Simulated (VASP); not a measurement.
**TiW14 (a cell with a defect): single point with PBE**

System: TiW14 (a cell with a defect).

```xyz
15
Lattice="6.3200 0.0000 0.0000 0.0000 6.3200 0.0000 0.0000 0.0000 6.3200" Properties=species:S:1:pos:R:3 pbc="T T T"
W     0.0097    0.0016    0.0167
W     3.1785   -0.0141    0.0009
W    -0.0048    3.1691   -0.0064
W    -0.0049   -0.0215    3.1842
W     3.1627    3.1546    0.0166
W     3.1627    0.0016    3.1696
W     4.7580    1.5849    1.5999
W     1.5794    4.7263    1.5999
W     1.5793    1.5850    4.7415
W     3.1859    3.1691    3.1842
W     4.7756    4.7087    1.6199
W     4.7756    1.6049    4.7237
W     1.5594    4.7088    4.7237
W     4.7532    4.7312    4.7462
Ti    1.5387    1.6257    1.6408
```

```
Program             : VASP 6.6.1
Task                : single point
Functional          : PBE
Potentials or basis : VASP PAW PBE potentials, release 64 (W_sv, Ti_sv)
Cutoff              : 520 eV
k mesh              : 3 × 3 × 3
Occupations         : gaussian, width 0.05 eV
Spin                : no spin polarisation
```

```
Pressure               : -0.2 GPa
Largest force          : 0.015 eV/Å
Band gap on the k mesh : zero (bands 104 and 105 overlap by 0.90 eV)
```

Forces on the atoms (eV/Å):
```
W    0.007  0.009  0.010
W   -0.003  0.002  0.002
W    0.009 -0.009  0.007
W    0.009  0.008 -0.009
W   -0.010 -0.006  0.009
W   -0.009  0.011 -0.006
W    0.001  0.005  0.005
W   -0.004 -0.001  0.004
W   -0.004  0.004 -0.002
W   -0.008 -0.009 -0.009
W    0.009 -0.007  0.005
W    0.007  0.004 -0.006
W   -0.005 -0.008 -0.006
W    0.002 -0.004 -0.004
Ti  -0.001  0.001 -0.001
```

Stress tensor (GPa, compression positive):
```
-0.17  0.32  0.32
 0.32 -0.16 -0.32
 0.32 -0.32 -0.17
```

Levels at points of the mesh, in eV from the Fermi level:
| k point | band 102 | band 103 | band 104 | band 105 | band 106 | band 107 |
| --- | --- | --- | --- | --- | --- | --- |
| (0.00, 0.00, 0.00) | -0.03 | 0.28 | 0.28 | 0.35 | 1.13 | 1.13 |

It took 29 min on 1 thread of Intel Xeon 8259CL, on a shared host, peak memory 0.48 GiB.

Caveat: spin-orbit coupling is left out, which moves the levels of the heavy elements.
